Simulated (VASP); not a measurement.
# GdB (Fm-3m) in VASP: single point with PBE+U

Aim: the single point of GdB with PBE+U.

Program: VASP 6.6.1. These are calculated values, not measurements. Logs are shortened: lines on timing, memory, paths and dates and some standing lists are left out, and cuts for length are marked.

### 1 The cell of the first run

The structure is cubic, space group Fm-3m (No. 225). Conventional cell: a = 5.420 Å, b = 5.420 Å, c = 5.420 Å, α = 90.00°, β = 90.00°, γ = 90.00°. Gd (site symmetry m-3m) has 6 B at 2.71 Å within 3.6 Å. B (site symmetry m-3m) has 6 Gd at 2.71 Å within 3.6 Å.

### 2 Single point, PBE+U, collinear spin, antiferromagnetic start

Input file INCAR:

```
SYSTEM = GdB
PREC = Accurate
ENCUT = 520
EDIFF = 1E-6
ISMEAR = 0
SIGMA = 0.05
LREAL = .FALSE.
LASPH = .TRUE.
NELM = 150
ALGO = Normal
ISIF = 2
LWAVE = .FALSE.
LCHARG = .FALSE.
ISPIN = 2
MAGMOM = 7 -7 0 0
LORBIT = 11
LMAXMIX = 6
LDAU = .TRUE.
LDAUTYPE = 2
LDAUL = 3 -1
LDAUU = 6 0
LDAUJ = 0 0
LDAUPRINT = 1
GGA = PE
NBANDS = 33
```

Input file KPOINTS:

```
Automatic mesh
0
G
  10 10 5
  0 0 0
```

Input file POSCAR:

```
GdB
1.0
    0.0000000000      2.7100395359      2.7100395359
    5.4200790718      2.7100395359      2.7100395359
    5.4200790718      5.4200790718      0.0000000000
Gd B
2 2
Direct
    0.5000000000      0.5000000000      0.0000000000
    0.5000000000      0.5000000000      0.5000000000
    0.0000000000      0.0000000000      0.0000000000
    0.0000000000      0.0000000000      0.5000000000
```

Potentials or basis: VASP PAW PBE potentials, release 64 (Gd, B).

The run is started by

```console
$ cat potpaw_PBE.64/Gd/POTCAR potpaw_PBE.64/B/POTCAR > POTCAR
$ mpirun -np 1 vasp_std > vasp.out
```

OUTCAR:

```text
SYSTEM = GdB
   PREC = Accurate
   ENCUT = 520
   EDIFF = 1E-6
   ISMEAR = 0
   LREAL = .FALSE.
   LASPH = .TRUE.
   NELM = 150
   ISIF = 2
   ISPIN = 2
   LORBIT = 11
   GGA = PE

 ion  position               nearest neighbor table
   1  0.500  0.500  0.000-   4 2.71   3 2.71   4 2.71   3 2.71   4 2.71   4 2.71
   2  0.500  0.500  0.500-   3 2.71   3 2.71   4 2.71   4 2.71   3 2.71   3 2.71
   3  0.000  0.000  0.000-   2 2.71   1 2.71   2 2.71   1 2.71   2 2.71   2 2.71
   4  0.000  0.000  0.500-   1 2.71   1 2.71   2 2.71   2 2.71   1 2.71   1 2.71

  LATTYP: Found a simple tetragonal cell.
 ALAT       =     3.8325746662
 C/A-ratio  =     1.4142135624

  Lattice vectors:

 A1 = (   0.0000000000,  -2.7100395359,   2.7100395359)
 A2 = (   0.0000000000,  -2.7100395359,  -2.7100395359)
 A3 = (   5.4200790718,   0.0000000000,   0.0000000000)

Analysis of symmetry for initial positions (statically):
=====================================================================
 Subroutine PRICEL returns following result:

  LATTYP: Found a face centered cubic cell.
 ALAT       =     5.4200790718
[... 12 lines left out ...]
 Subroutine GETGRP returns: Found 16 space group operations
 (whereof 16 operations were pure point group operations)
 out of a pool of 16 trial point group operations.

The static configuration has the point symmetry D_4h.

Analysis of symmetry for dynamics (positions and initial velocities):
=====================================================================
 Subroutine PRICEL returns following result:

  LATTYP: Found a face centered cubic cell.
 ALAT       =     5.4200790718
[... 12 lines left out ...]
 Subroutine GETGRP returns: Found 16 space group operations
 (whereof 16 operations were pure point group operations)
 out of a pool of 16 trial point group operations.

The dynamic configuration has the point symmetry D_4h.

Analysis of structural, dynamic, and magnetic symmetry:
=====================================================================
 Subroutine PRICEL returns following result:

  LATTYP: Found a face centered cubic cell.
 ALAT       =     5.4200790718
[... 12 lines left out ...]
 Subroutine GETGRP returns: Found 16 space group operations
 (whereof 16 operations were pure point group operations)
 out of a pool of 16 trial point group operations.

The overall configuration has the point symmetry D_4h.

 Subroutine INISYM returns: Found 16 space group operations
 (whereof 16 operations are pure point group operations),
 and found     2 'primitive' translations

----------------------------------------------------------------------------------------

                                     Primitive cell

  volume of cell :      39.8068

  direct lattice vectors                    reciprocal lattice vectors
    -2.710039536  2.710039536  0.000000000    -0.184499153  0.184499153 -0.184499153
    -2.710039536  0.000000000  2.710039536    -0.184499153 -0.184499153  0.184499153
     0.000000000  2.710039536  2.710039536     0.184499153  0.184499153  0.184499153

  length of vectors
     3.832574666  3.832574666  3.832574666     0.319561908  0.319561908  0.319561908

  position of ions in fractional coordinates (direct lattice)
     0.500000000  0.500000000  0.500000000
     0.000000000  0.000000000  0.000000000

  ion indices of the primitive-cell ions
   primitive index   ion index
                 1           1
                 2           3
[... 150 lines left out ...]
  o =  0.9892  v = -0.0000  0.0000  0.0000  0.0000 -0.7906 -0.0000 -0.6124  0.0000  0.0000  0.0000  0.0000  0.0000  0.0000  0.0000      0.0000  0.0000  0.0000  0.0000  0.0000  0.0000  0.0000  0.0000  0.0000  0.0000  0.0000  0.0000  0.0000  0.0000
  o =  0.9893  v =  0.0000  0.0000 -0.0000 -0.0000 -0.6124  0.0000  0.7906  0.0000  0.0000  0.0000  0.0000  0.0000  0.0000  0.0000      0.0000  0.0000  0.0000  0.0000  0.0000  0.0000  0.0000  0.0000  0.0000  0.0000  0.0000  0.0000  0.0000  0.0000
  o =  0.9893  v =  0.0000 -0.0000 -0.0000 -0.7737  0.0000  0.6336 -0.0000  0.0000  0.0000  0.0000  0.0000  0.0000  0.0000  0.0000      0.0000  0.0000  0.0000  0.0000  0.0000  0.0000  0.0000  0.0000  0.0000  0.0000  0.0000  0.0000  0.0000  0.0000
  o =  0.9893  v =  0.9996  0.0000 -0.0271  0.0000  0.0000 -0.0000 -0.0000  0.0000  0.0000  0.0000  0.0000  0.0000  0.0000  0.0000      0.0000  0.0000  0.0000  0.0000  0.0000  0.0000  0.0000  0.0000  0.0000  0.0000  0.0000  0.0000  0.0000  0.0000
  o =  0.9897  v =  0.0000  0.0000  0.0002  0.6336  0.0000  0.7737  0.0000  0.0000  0.0000  0.0000  0.0000  0.0000  0.0000  0.0000      0.0000  0.0000  0.0000  0.0000  0.0000  0.0000  0.0000  0.0000  0.0000  0.0000  0.0000  0.0000  0.0000  0.0000
  o =  0.9897  v = -0.0271  0.0000 -0.9996  0.0001  0.0000  0.0001 -0.0000  0.0000  0.0000  0.0000  0.0000  0.0000  0.0000  0.0000      0.0000  0.0000  0.0000  0.0000  0.0000  0.0000  0.0000  0.0000  0.0000  0.0000  0.0000  0.0000  0.0000  0.0000
  o =  0.9900  v =  0.0000  1.0000  0.0000 -0.0000  0.0000 -0.0000  0.0000  0.0000  0.0000  0.0000  0.0000  0.0000  0.0000  0.0000      0.0000  0.0000  0.0000  0.0000  0.0000  0.0000  0.0000  0.0000  0.0000  0.0000  0.0000  0.0000  0.0000  0.0000

atom =   2  type =  1  l = 3

 onsite density matrix

spin component  1

  0.0025 -0.0000  0.0005 -0.0000 -0.0000  0.0000  0.0000
 -0.0000  0.0007  0.0000  0.0000  0.0000  0.0000  0.0000
  0.0005  0.0000  0.0016  0.0000 -0.0000 -0.0000  0.0000
 -0.0000  0.0000  0.0000  0.0027 -0.0000 -0.0003  0.0000
 -0.0000  0.0000 -0.0000 -0.0000  0.0023 -0.0000 -0.0003
  0.0000  0.0000 -0.0000 -0.0003 -0.0000  0.0014 -0.0000
  0.0000  0.0000  0.0000  0.0000 -0.0003 -0.0000  0.0024

spin component  2

  0.9893  0.0000  0.0000 -0.0000 -0.0000  0.0000 -0.0000
  0.0000  0.9900  0.0000 -0.0000 -0.0000  0.0000  0.0000
  0.0000  0.0000  0.9897 -0.0000  0.0000  0.0000  0.0000
 -0.0000 -0.0000 -0.0000  0.9895 -0.0000  0.0002 -0.0000
 -0.0000 -0.0000  0.0000 -0.0000  0.9893  0.0000 -0.0001
  0.0000  0.0000  0.0000  0.0002  0.0000  0.9895  0.0000
 -0.0000  0.0000  0.0000 -0.0000 -0.0001  0.0000  0.9893

 occupancies and eigenvectors

  o =  0.0007  v = -0.0000 -1.0000  0.0000 -0.0000  0.0000 -0.0000  0.0000  0.0000  0.0000  0.0000  0.0000  0.0000  0.0000  0.0000      0.0000  0.0000  0.0000  0.0000  0.0000  0.0000  0.0000  0.0000  0.0000  0.0000  0.0000  0.0000  0.0000  0.0000
  o =  0.0014  v = -0.0000 -0.0000  0.0001  0.2156 -0.0000  0.9765  0.0000  0.0000  0.0000  0.0000  0.0000  0.0000  0.0000  0.0000      0.0000  0.0000  0.0000  0.0000  0.0000  0.0000  0.0000  0.0000  0.0000  0.0000  0.0000  0.0000  0.0000  0.0000
  o =  0.0014  v = -0.4275  0.0000  0.9040 -0.0000 -0.0000 -0.0001 -0.0000  0.0000  0.0000  0.0000  0.0000  0.0000  0.0000  0.0000      0.0000  0.0000  0.0000  0.0000  0.0000  0.0000  0.0000  0.0000  0.0000  0.0000  0.0000  0.0000  0.0000  0.0000
  o =  0.0021  v =  0.0000  0.0000  0.0000  0.0000  0.7906  0.0000  0.6124  0.0000  0.0000  0.0000  0.0000  0.0000  0.0000  0.0000      0.0000  0.0000  0.0000  0.0000  0.0000  0.0000  0.0000  0.0000  0.0000  0.0000  0.0000  0.0000  0.0000  0.0000
  o =  0.0027  v = -0.0000 -0.0000 -0.0000 -0.0000 -0.6124  0.0000  0.7906  0.0000  0.0000  0.0000  0.0000  0.0000  0.0000  0.0000      0.0000  0.0000  0.0000  0.0000  0.0000  0.0000  0.0000  0.0000  0.0000  0.0000  0.0000  0.0000  0.0000  0.0000
  o =  0.0027  v =  0.9040 -0.0000  0.4275  0.0000 -0.0000 -0.0000  0.0000  0.0000  0.0000  0.0000  0.0000  0.0000  0.0000  0.0000      0.0000  0.0000  0.0000  0.0000  0.0000  0.0000  0.0000  0.0000  0.0000  0.0000  0.0000  0.0000  0.0000  0.0000
  o =  0.0027  v = -0.0000 -0.0000 -0.0000  0.9765 -0.0000 -0.2156  0.0000  0.0000  0.0000  0.0000  0.0000  0.0000  0.0000  0.0000      0.0000  0.0000  0.0000  0.0000  0.0000  0.0000  0.0000  0.0000  0.0000  0.0000  0.0000  0.0000  0.0000  0.0000
  o =  0.9892  v =  0.0000  0.0000  0.0000  0.0000  0.0000  0.0000  0.0000  0.0000  0.0000 -0.0000  0.0000  0.7906 -0.0000  0.6124      0.0000  0.0000  0.0000  0.0000  0.0000  0.0000  0.0000  0.0000  0.0000  0.0000  0.0000  0.0000  0.0000  0.0000
  o =  0.9893  v =  0.0000  0.0000  0.0000  0.0000  0.0000  0.0000  0.0000 -0.0000 -0.0000  0.0000  0.0000 -0.6124 -0.0000  0.7906      0.0000  0.0000  0.0000  0.0000  0.0000  0.0000  0.0000  0.0000  0.0000  0.0000  0.0000  0.0000  0.0000  0.0000
  o =  0.9893  v =  0.0000  0.0000  0.0000  0.0000  0.0000  0.0000  0.0000 -0.0000 -0.0000  0.0000 -0.7737  0.0000  0.6336  0.0000      0.0000  0.0000  0.0000  0.0000  0.0000  0.0000  0.0000  0.0000  0.0000  0.0000  0.0000  0.0000  0.0000  0.0000
  o =  0.9893  v =  0.0000  0.0000  0.0000  0.0000  0.0000  0.0000  0.0000  0.9996 -0.0000 -0.0271 -0.0000 -0.0000  0.0000 -0.0000      0.0000  0.0000  0.0000  0.0000  0.0000  0.0000  0.0000  0.0000  0.0000  0.0000  0.0000  0.0000  0.0000  0.0000
  o =  0.9897  v =  0.0000  0.0000  0.0000  0.0000  0.0000  0.0000  0.0000  0.0271  0.0000  0.9996 -0.0000  0.0000 -0.0000  0.0000      0.0000  0.0000  0.0000  0.0000  0.0000  0.0000  0.0000  0.0000  0.0000  0.0000  0.0000  0.0000  0.0000  0.0000
  o =  0.9897  v =  0.0000  0.0000  0.0000  0.0000  0.0000  0.0000  0.0000 -0.0000  0.0000 -0.0001 -0.6336 -0.0000 -0.7737  0.0000      0.0000  0.0000  0.0000  0.0000  0.0000  0.0000  0.0000  0.0000  0.0000  0.0000  0.0000  0.0000  0.0000  0.0000
  o =  0.9900  v =  0.0000  0.0000  0.0000  0.0000  0.0000  0.0000  0.0000 -0.0000  1.0000 -0.0000 -0.0000 -0.0000  0.0000 -0.0000      0.0000  0.0000  0.0000  0.0000  0.0000  0.0000  0.0000  0.0000  0.0000  0.0000  0.0000  0.0000  0.0000  0.0000

 number of electron      41.9999994 magnetization       0.0000000

 Free energy of the ion-electron system (eV)
  ---------------------------------------------------
  ext. energy  EPLUGINS =         0.00000000
  ---------------------------------------------------
  free energy    TOTEN  =       -34.66888965 eV

  energy without entropy =      -34.66163032  energy(sigma->0) =      -34.66525999

 E-fermi :   2.6516     XC(G=0): -10.4753

 val. band max:        2.6467479038   @ k =  -0.1000   0.3000   0.2000
 cond. band min:       2.6555846725   @ k =   0.5000   0.2000   0.0000
 fundamental gap:      0.0088367687
 Fermi energy:         2.6516040268

 spin component 1

 k-point     1 :       0.0000    0.0000    0.0000
  band No.  band energies     occupation
      1     -41.5343      1.00000
      2     -38.2807      1.00000
      3     -18.9605      1.00000
      4     -18.8187      1.00000
      5     -18.8187      1.00000
      6     -16.6053      1.00000
[... 1721 lines left out ...]
     32       7.4138      0.00000
     33       8.0296      0.00000

 [... further k-points ...]

------------------------ aborting loop because EDIFF is reached ----------------------------------------

  FORCE on cell =-STRESS in cart. coord.  units (eV):
  Direction    XX          YY          ZZ          XY          YZ          ZX
  --------------------------------------------------------------------------------------
  -------------------------------------------------------------------------------------
  Total        0.7428356      0.2188427      0.2188427     -0.0000000      0.0000000     -0.0000000
  in kB       14.9491465      4.4040853      4.4040853     -0.0000000      0.0000000     -0.0000000
  external PRESSURE =       7.9191057 kB  Pullay stress =       0.0000000 kB

 VOLUME and BASIS-vectors are now :
 -----------------------------------------------------------------------------
  energy-cutoff  :      520.00
  volume of cell :       79.61
      direct lattice vectors                 reciprocal lattice vectors
     0.000000000  2.710039536  2.710039536    -0.184499153  0.184499153  0.184499153
     5.420079072  2.710039536  2.710039536     0.184499153 -0.184499153  0.184499153
     5.420079072  5.420079072  0.000000000     0.000000000  0.184499153 -0.184499153

 POSITION                                       TOTAL-FORCE (eV/Angst)
 -----------------------------------------------------------------------------------
      2.71004      2.71004      2.71004        -0.000000      0.000000     -0.000000
      5.42008      5.42008      2.71004         0.000000     -0.000000      0.000000
      0.00000      0.00000      0.00000        -0.000000      0.000000      0.000000
      2.71004      2.71004      0.00000        -0.000000      0.000000      0.000000
 -----------------------------------------------------------------------------------
    total drift:                                0.000000      0.000000      0.000000

  FREE ENERGIE OF THE ION-ELECTRON SYSTEM (eV)
  ---------------------------------------------------
  free  energy   TOTEN  =       -34.6688896492 eV

  energy  without entropy=      -34.6616303214  energy(sigma->0) =      -34.66525999

 total charge

# of ion       s       p       d       f       tot
--------------------------------------------------
    1        2.044   5.632   0.569   6.935  15.179
    2        2.044   5.632   0.569   6.935  15.179
    3        0.778   0.850   0.000   0.000   1.629
    4        0.778   0.850   0.000   0.000   1.629
--------------------------------------------------
tot          5.645  12.965   1.138  13.869  33.617

 magnetization (x)

# of ion       s       p       d       f       tot
--------------------------------------------------
    1       -0.000  -0.059   0.195   6.908   7.044
    2        0.000   0.059  -0.195  -6.908  -7.044
    3       -0.000  -0.100   0.000   0.000  -0.100
    4        0.000   0.100   0.000   0.000   0.100
--------------------------------------------------
tot          0.000   0.000   0.000   0.000   0.000
```

Wall time 38 min (1 thread of Intel Xeon 8259CL, shared host); peak memory 0.52 GiB.

What came out:

```
Free energy                                           : -34.6689 eV
Pressure                                              : 0.8 GPa
Band gap on the k mesh                                : zero (filled and empty bands overlap)
Net moment                                            : 0.00 μB per cell
Site moments                                          : Gd +7.04, -7.04; B -0.10, +0.10 μB
Valence electrons inside the program's atomic spheres : Gd 15.18; B 1.63
```

Levels at points of the mesh, in eV from the Fermi level:
Spin up:
```tsv
k point	band 19	band 20	band 21	band 22	band 23	band 24
(0.00, 0.00, 0.00)	0.06	1.49	1.49	2.31	2.32	2.32
(0.50, 0.00, 0.00)	-2.78	-1.00	-0.95	-0.28	-0.20	4.19
(0.50, 0.50, 0.00)	-0.43	0.11	0.11	1.23	1.64	1.64
```
Spin down:
```tsv
k point	band 19	band 20	band 21	band 22	band 23	band 24
(0.00, 0.00, 0.00)	0.06	1.49	1.49	2.31	2.32	2.32
(0.50, 0.00, 0.00)	-2.78	-1.00	-0.95	-0.28	-0.20	4.19
(0.50, 0.50, 0.00)	-0.43	0.11	0.11	1.23	1.64	1.64
```

Eigenvalues of the final occupation matrices:
```tsv
site	spin	trace	eigenvalues
site 1 f	1	6.93	0.99 0.99 0.99 0.99 0.99 0.99 0.99
site 1 f	2	0.01	0.00 0.00 0.00 0.00 0.00 0.00 0.00
site 2 f	1	0.01	0.00 0.00 0.00 0.00 0.00 0.00 0.00
site 2 f	2	6.93	0.99 0.99 0.99 0.99 0.99 0.99 0.99
```

Caveat: the antiferromagnetic order is the one typed at the start, and another may lie lower; spin-orbit coupling is left out, which moves the levels of the heavy elements.
